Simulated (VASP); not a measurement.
# Al3As (P6_3/mmc) in VASP: relaxation of cell and atoms with PBE

Aim: the relaxation of cell and atoms of Al3As with PBE.

Program: VASP 6.6.1. These are calculated values, not measurements. Logs are shortened: lines on timing, memory, paths and dates and some standing lists are left out, and cuts for length are marked.

### 1 The cell of the first run

The structure is hexagonal, space group P6_3/mmc (No. 194). The conventional cell has a = 5.730 Å, b = 5.730 Å, c = 4.943 Å, α = 90.00°, β = 90.00°, γ = 120.00°. Al (site symmetry mm2) has 8 Al at 2.86 to 2.98 Å and 4 As at 2.86 to 2.97 Å within 3.8 Å. As (site symmetry -6m2) has 12 Al at 2.86 to 2.97 Å within 3.8 Å.

The cell was generated, and may not be a known phase.

### 2 Relaxation of cell and atoms, PBE

File INCAR:

```
SYSTEM = Al3As
ALGO = Fast ; EDIFF = 1E-6
EDIFFG = -0.01 ; ENCUT = 600
GGA = PE ; IBRION = 2
ISIF = 3 ; ISMEAR = 0
LASPH = .TRUE. ; LCHARG = .FALSE.
LREAL = .FALSE. ; LWAVE = .FALSE.
NELM = 60 ; NSW = 100
PREC = Accurate ; SIGMA = 0.1
```

File KPOINTS:

```
k-points
0
G
  12 12 8
  0 0 0
```

File POSCAR:

```
Al3As
1.0
    5.7297854963      0.0000000000      0.0000000000
   -2.8648927481      4.9621397980      0.0000000000
    0.0000000000      0.0000000000      4.9429782762
Al As
6 2
Direct
    0.1670292338      0.3340584676      0.7500000000
    0.6659415324      0.8329707662      0.7500000000
    0.1670292338      0.8329707662      0.7500000000
    0.8329707662      0.6659415324      0.2500000000
    0.3340584676      0.1670292338      0.2500000000
    0.8329707662      0.1670292338      0.2500000000
    0.6666666667      0.3333333333      0.7500000000
    0.3333333333      0.6666666667      0.2500000000
```

Potentials or basis: VASP PAW PBE potentials, release 64 (Al, As).

On the command line:

```sh
> cat potpaw_PBE.64/Al/POTCAR potpaw_PBE.64/As/POTCAR > POTCAR
> mpirun -np 1 vasp_std > vasp.out
```

OUTCAR:

```text
SYSTEM = Al3As
   EDIFF = 1E-6
   EDIFFG = -0.01
   ENCUT = 600
   GGA = PE
   IBRION = 2
   ISIF = 3
   ISMEAR = 0
   LASPH = .TRUE.
   LREAL = .FALSE.
   NELM = 60
   NSW = 100
   PREC = Accurate

 ion  position               nearest neighbor table
   1  0.167  0.334  0.750-   3 2.86   2 2.86   7 2.86   7 2.86   3 2.87   2 2.87   8 2.97   8 2.97
                             5 2.98   5 2.98   6 2.98   6 2.98
   2  0.666  0.833  0.750-   1 2.86   3 2.86   7 2.86   7 2.86   1 2.87   3 2.87   8 2.97   8 2.97
                             6 2.98   6 2.98   4 2.98   4 2.98
   3  0.167  0.833  0.750-   1 2.86   2 2.86   7 2.86   7 2.86   1 2.87   2 2.87   8 2.97   8 2.97
                             5 2.98   5 2.98   4 2.98   4 2.98
   4  0.833  0.666  0.250-   6 2.86   5 2.86   8 2.86   8 2.86   6 2.87   5 2.87   7 2.97   7 2.97
                             2 2.98   2 2.98   3 2.98   3 2.98
   5  0.334  0.167  0.250-   4 2.86   6 2.86   8 2.86   8 2.86   4 2.87   6 2.87   7 2.97   7 2.97
                             3 2.98   3 2.98   1 2.98   1 2.98
   6  0.833  0.167  0.250-   4 2.86   5 2.86   8 2.86   8 2.86   4 2.87   5 2.87   7 2.97   7 2.97
                             2 2.98   2 2.98   1 2.98   1 2.98
   7  0.667  0.333  0.750-   2 2.86   1 2.86   3 2.86   3 2.86   2 2.86   1 2.86   6 2.97   6 2.97
                             4 2.97   4 2.97   5 2.97   5 2.97
   8  0.333  0.667  0.250-   5 2.86   4 2.86   6 2.86   6 2.86   5 2.86   4 2.86   3 2.97   3 2.97
                             1 2.97   1 2.97   2 2.97   2 2.97

  LATTYP: Found a hexagonal cell.
 ALAT       =     5.7297854963
 C/A-ratio  =     0.8626812085

  Lattice vectors:

 A1 = (   5.7297854963,   0.0000000000,   0.0000000000)
 A2 = (  -2.8648927481,   4.9621397980,   0.0000000000)
 A3 = (   0.0000000000,   0.0000000000,   4.9429782762)

Analysis of symmetry for initial positions (statically):
=====================================================================
 Subroutine PRICEL returns:
 Original cell was already a primitive cell.

 Routine SETGRP: Setting up the symmetry group for a
 hexagonal supercell.

 Subroutine GETGRP returns: Found 24 space group operations
 (whereof 12 operations were pure point group operations)
 out of a pool of 24 trial point group operations.

The static configuration has the point symmetry D_3d.
 The point group associated with its full space group is D_6h.

Analysis of symmetry for dynamics (positions and initial velocities):
=====================================================================
 Subroutine PRICEL returns:
 Original cell was already a primitive cell.

 Routine SETGRP: Setting up the symmetry group for a
 hexagonal supercell.

 Subroutine GETGRP returns: Found 24 space group operations
[... 130 lines left out ...]
   EFERMI =   0.00;   METHOD = LEGACY
   ISMEAR =     0;   SIGMA  =   0.10  broadening in eV -4-tet -1-fermi 0-gaus
   EFERMI_NEDOS =   21; number of points for ismear=-14 and -15
   IALGO  =     68    algorithm
   IMIX   =      4    mixing-type and parameters
     AMIX     =   0.40;   BMIX     =  1.00
     AMIX_MAG =   1.60;   BMIX_MAG =  1.00
  volume/ion in A,a.u.               =      17.57       118.55
  Fermi-wavevector in a.u.,A,eV,Ry     =   0.956156  1.806873 12.438917  0.914235
  Thomas-Fermi vector in A             =   2.085059
   LORBIT       =      0    0 simple, 1 ext, 2 COOP (PROOUT), +10 PAW based schemes
   GGA     = PE    functional components
   LHFCALC =     F    Hartree Fock is set to
   AEXX    =    0.0000 exact exchange contribution
   IVDW    =     0    specifies the selected vdW correction
   LEPSILON=     F    determine dielectric tensor
   LRPA    =     F    only Hartree local field effects (RPA)
 conjugate gradient relaxation of ions
 non-spin polarized calculation
 RMM-DIIS sequential band-by-band and
 Gauss-broadening in eV      SIGMA  =   0.10
  energy-cutoff  :      600.00
  volume of cell :      140.54
 maximum number of plane-waves:      4742
 NGX is ok and might be reduce to    48
   NGX = 23   NGY = 23   NGZ = 19

--------------------------------------- Ionic step        1  -------------------------------------------

 number of electron      28.0000000 magnetization

 Free energy of the ion-electron system (eV)
  ---------------------------------------------------
  ext. energy  EPLUGINS =         0.00000000
  ---------------------------------------------------
  free energy    TOTEN  =       -30.92010850 eV

  energy without entropy =      -30.90198809  energy(sigma->0) =      -30.91104830

------------------------ aborting loop because EDIFF is reached ----------------------------------------

  FORCE on cell =-STRESS in cart. coord.  units (eV):
  Direction    XX          YY          ZZ          XY          YZ          ZX
  --------------------------------------------------------------------------------------
  -------------------------------------------------------------------------------------
  Total        0.1309695      0.1309695      0.2392239      0.0000000     -0.0000000      0.0000000
  in kB        1.4930855      1.4930855      2.7272137      0.0000000     -0.0000000      0.0000000
  external PRESSURE =       1.9044615 kB  Pullay stress =       0.0000000 kB
[... 197 lines left out ...]
--------------------------------------- Ionic step        6  -------------------------------------------

 number of electron      28.0000000 magnetization

 Free energy of the ion-electron system (eV)
  ---------------------------------------------------
  ext. energy  EPLUGINS =         0.00000000
  ---------------------------------------------------
  free energy    TOTEN  =       -30.93069858 eV

  energy without entropy =      -30.91334792  energy(sigma->0) =      -30.92202325

 E-fermi :   7.4439     XC(G=0): -10.2436

 val. band max:        7.4301530534   @ k =   0.3333   0.3333   0.0000
 cond. band min:       7.4501230905   @ k =   0.2500   0.0833   0.3750
 fundamental gap:      0.0199700370
 Fermi energy:         7.4438809883

 k-point     1 :       0.0000    0.0000    0.0000
  band No.  band energies     occupation
      1      -5.6599      2.00000
      2      -3.5178      2.00000
      3       0.8399      2.00000
      4       1.5634      2.00000
      5       1.5634      2.00000
      6       1.8377      2.00000
[... 505 lines left out ...]
      6       2.2234      2.00000
[... 11 lines left out ...]
     18       8.8653      0.00000
     19       9.4364      0.00000

 [... further k-points ...]

------------------------ aborting loop because EDIFF is reached ----------------------------------------

  FORCE on cell =-STRESS in cart. coord.  units (eV):
  Direction    XX          YY          ZZ          XY          YZ          ZX
  --------------------------------------------------------------------------------------
  -------------------------------------------------------------------------------------
  Total        0.0379591      0.0379591     -0.0632368      0.0000000     -0.0000000      0.0000000
  in kB        0.4318049      0.4318049     -0.7193528      0.0000000     -0.0000000      0.0000000
  external PRESSURE =       0.0480857 kB  Pullay stress =       0.0000000 kB
[... 23 lines left out ...]
  FREE ENERGIE OF THE ION-ELECTRON SYSTEM (eV)
  ---------------------------------------------------
  free  energy   TOTEN  =       -30.9306985835 eV

  energy  without entropy=      -30.9133479200  energy(sigma->0) =      -30.92202325

 reached required accuracy - stopping structural energy minimisation
```

OSZICAR:

```text
N       E                     dE             d eps       ncg     rms          rms(c)
DAV:   1     0.685627061996E+02    0.68563E+02   -0.11481E+04  3610   0.135E+03
DAV:   2    -0.249266186089E+02   -0.93489E+02   -0.90415E+02  4511   0.165E+02
DAV:   3    -0.309893062995E+02   -0.60627E+01   -0.58558E+01  4820   0.377E+01
DAV:   4    -0.311079007464E+02   -0.11859E+00   -0.11756E+00  4365   0.518E+00
[... 40 lines left out ...]
DAV:   1    -0.309307247158E+02   -0.55529E-04   -0.87463E-04  4143   0.146E-01    0.239E-02
RMM:   2    -0.309307036101E+02    0.21106E-04   -0.53333E-05  3610   0.377E-02    0.111E-02
RMM:   3    -0.309306999638E+02    0.36463E-05   -0.18823E-05  3597   0.182E-02    0.378E-03
RMM:   4    -0.309306988656E+02    0.10982E-05   -0.17286E-06  2139   0.792E-03    0.177E-03
RMM:   5    -0.309306985835E+02    0.28212E-06   -0.29374E-07  1981   0.313E-03
   6 F= -.30930699E+02 E0= -.30922023E+02  d E =-.671963E-03
```

CONTCAR:

```text
Al3As
   1.00000000000000
     5.7318475865585716    0.0000000000000204   -0.0000000000000000
    -2.8659237932292507    4.9639256205487756   -0.0000000000000000
     0.0000000000000000   -0.0000000000000000    4.9501529025332713
  Al              As
     6     2
Direct
     0.1650122171310709    0.3300244342621418    0.7500000000000000
     0.6699755657378582    0.8349877828689291    0.7500000000000000
     0.1650122171310709    0.8349877828689293    0.7500000000000000
     0.8349877828689291    0.6699755657378582    0.2500000000000000
     0.3300244342621418    0.1650122171310709    0.2500000000000000
     0.8349877828689291    0.1650122171310709    0.2500000000000000
     0.6666666667000030    0.3333333332999970    0.7500000000000000
     0.3333333332999970    0.6666666667000030    0.2500000000000000

  0.00000000E+00  0.00000000E+00  0.00000000E+00
  0.00000000E+00  0.00000000E+00  0.00000000E+00
  0.00000000E+00  0.00000000E+00  0.00000000E+00
  0.00000000E+00  0.00000000E+00  0.00000000E+00
  0.00000000E+00  0.00000000E+00  0.00000000E+00
  0.00000000E+00  0.00000000E+00  0.00000000E+00
  0.00000000E+00  0.00000000E+00  0.00000000E+00
  0.00000000E+00  0.00000000E+00  0.00000000E+00
```

Wall time 7.9 min (1 thread of Intel Xeon Platinum 8488C (Sapphire Rapids), shared host); peak memory 0.5 GiB.

Results:

```
Free energy                           : -30.9307 eV
Relaxed volume                        : 17.61 Å³/atom
Relaxed cell                          : a = 5.732 Å, b = 5.732 Å, c = 4.950 Å, α = 90.00°, β = 90.00°, γ = 120.00°
Space group after relaxing (to 0.1 Å) : P6_3/mmc (No. 194)
Energy gained by relaxing             : 1.3 meV/atom
Ionic steps                           : 6
Pressure after relaxing               : 0.0 GPa
Band gap on the k mesh                : zero (bands 14 and 15 overlap by 3.21 eV)
```

The path:
| step | energy change (eV) | largest force (eV/Å) | pressure (GPa) | volume (Å³) |
| --- | --- | --- | --- | --- |
| 1 | 0.0000 | 0.1736 | 0.19 | 140.54 |
| 2 | -0.0071 | 0.1004 | -0.04 | 140.96 |
| 3 | -0.0099 | 0.0105 | -0.31 | 141.49 |
| 4 | -0.0099 | 0.0159 | -0.29 | 141.46 |
| 5 | -0.0106 | 0.0049 | 0.07 | 140.71 |
| 6 | -0.0106 | 0.0011 | 0.00 | 140.84 |

Final structure:
```cif
data_structure
_symmetry_space_group_name_H-M 'P 1'
_symmetry_Int_Tables_number 1
_cell_length_a 5.7318
_cell_length_b 5.7318
_cell_length_c 4.9502
_cell_angle_alpha 90.000
_cell_angle_beta 90.000
_cell_angle_gamma 120.000
_cell_volume 140.84
loop_
_atom_site_label
_atom_site_type_symbol
_atom_site_fract_x
_atom_site_fract_y
_atom_site_fract_z
_atom_site_occupancy
Al1 Al 0.16501 0.33002 0.75000 1
Al2 Al 0.66998 0.83499 0.75000 1
Al3 Al 0.16501 0.83499 0.75000 1
Al4 Al 0.83499 0.66998 0.25000 1
Al5 Al 0.33002 0.16501 0.25000 1
Al6 Al 0.83499 0.16501 0.25000 1
As1 As 0.66667 0.33333 0.75000 1
As2 As 0.33333 0.66667 0.25000 1
```
